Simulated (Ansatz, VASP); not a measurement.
## PbSe: VASP beside Ansatz

```
Pb Se
1.0
     0.00000    3.06969    3.06969
     3.06969    0.00000    3.06969
     3.06969    3.06969    0.00000
Pb Se
1 1
Direct
  0.00000 0.00000 0.00000
  0.50000 0.50000 0.50000
```

Alike in both runs: task single point; functional HSE06; k mesh 4 × 4 × 4; no spin polarisation.

```csv
,VASP,Ansatz
version,VASP 6.6.1,Ansatz 0.2.0
potentials or method,"VASP PAW PBE potentials, release 64 (Pb_d, Se)","plane waves, PAW"
plane-wave cutoff (eV),400,420
occupations,"gaussian, width 0.01 eV",fixed
valence electrons in the cell,20,30
```

Ansatz gave:

| Property | Result |
| --- | --- |
| gap on the k mesh at the Fermi level (eV) | 0.73 |
| pressure (GPa) | 0.9 |

Which values does VASP return?

gap on the k mesh at the Fermi level (eV): 0.74; pressure (GPa): 0.7.

VASP's potentials hold 20 valence electrons a cell and Ansatz's 30, so a difference there can come from the potentials and not from the codes. Ansatz's warnings: stress exchange threshold loose, stress scf threshold loose.

The k mesh is coarse, so the values compare programs but aren't converged. Spin-orbit coupling is off throughout.
